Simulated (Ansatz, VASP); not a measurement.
# Two plane-wave programs on KCl

The input POSCAR:

```
KCl
1.0
    3.7711682852      0.0000000000      0.0000000000
    0.0000000000      3.7711682852      0.0000000000
    0.0000000000      0.0000000000      3.7711682852
K Cl
1 1
Direct
    0.0000000000      0.0000000000      0.0000000000
    0.5000000000      0.5000000000      0.5000000000
```

The input INCAR.step1:

```
SYSTEM = KCl
PREC     = Accurate       ! precision mode
ENCUT    = 520            ! plane-wave cutoff, eV
ISMEAR   = 0              ! smearing method
SIGMA    = 0.01           ! smearing width, eV
LREAL    = .FALSE.        ! projectors in reciprocal space
LASPH    = .TRUE.         ! aspherical terms in the spheres
NELM     = 100            ! most SCF steps
NBANDS   = 15             ! bands
GGA      = PE             ! functional
ALGO     = Normal         ! electronic algorithm
EDIFF    = 1E-4           ! SCF threshold, eV
LWAVE    = .TRUE.         ! write WAVECAR
LCHARG   = .FALSE.        ! write CHGCAR
```

File INCAR.step2:

```
SYSTEM = KCl
PREC     = Accurate       ! precision mode
ENCUT    = 520            ! plane-wave cutoff, eV
EDIFF    = 1E-6           ! SCF threshold, eV
ISMEAR   = 0              ! smearing method
SIGMA    = 0.01           ! smearing width, eV
LREAL    = .FALSE.        ! projectors in reciprocal space
LASPH    = .TRUE.         ! aspherical terms in the spheres
NELM     = 100            ! most SCF steps
ALGO     = Normal         ! electronic algorithm
ISIF     = 2              ! what is computed and relaxed
LWAVE    = .FALSE.        ! write WAVECAR
LCHARG   = .FALSE.        ! write CHGCAR
METAGGA  = R2SCAN         ! meta-GGA
LMIXTAU  = .TRUE.       
NBANDS   = 15             ! bands
ISTART   = 1
```

KPOINTS

```
regular mesh
0
G
  8 8 8
  0 0 0
```

Input for Ansatz:

```yaml
crystal:
  lattice:
    - [3.7711682852, 0.0, 0.0]
    - [0.0, 3.7711682852, 0.0]
    - [0.0, 0.0, 3.7711682852]
  atoms:
    - { symbol: K, position: [0.0, 0.0, 0.0] }
    - { symbol: Cl, position: [0.5, 0.5, 0.5] }
kpoints:
  mp_grid: { grid: [8, 8, 8] }
  band_path:
    path:
      - [0.0, 0.0, 0.0]
      - [0.0, 0.5, 0.0]
      - [0.5, 0.5, 0.0]
      - [0.5, 0.5, 0.5]
      - [0.0, 0.5, 0.5]
    npoints: 1
hamiltonian:
  xc: r2scan
scf:
  occupations: { method: fixed }
  n_extra_bands: 4
output:
  forces: true
  stress: true
  eigenvalues: true
```

Alike in both runs: task single point; functional r2SCAN; k mesh 8 × 8 × 8; no spin polarisation.

```csv
,VASP,Ansatz
version,VASP 6.6.1,Ansatz 0.2.0
potentials or method,"VASP PAW PBE potentials, release 64 (K_sv, Cl)","plane waves, PAW"
plane-wave cutoff (eV),520,500
occupations,"gaussian, width 0.01 eV",fixed
valence electrons in the cell,16,16
```

Ansatz gave:

- gap on the k mesh at the Fermi level (eV): 5.80
- pressure (GPa): 0.0

Task: What did VASP give for the same quantities?

Result: gap on the k mesh at the Fermi level (eV): 5.81; pressure (GPa): 0.0.

VASP's potentials were made for PBE, not for r2SCAN.
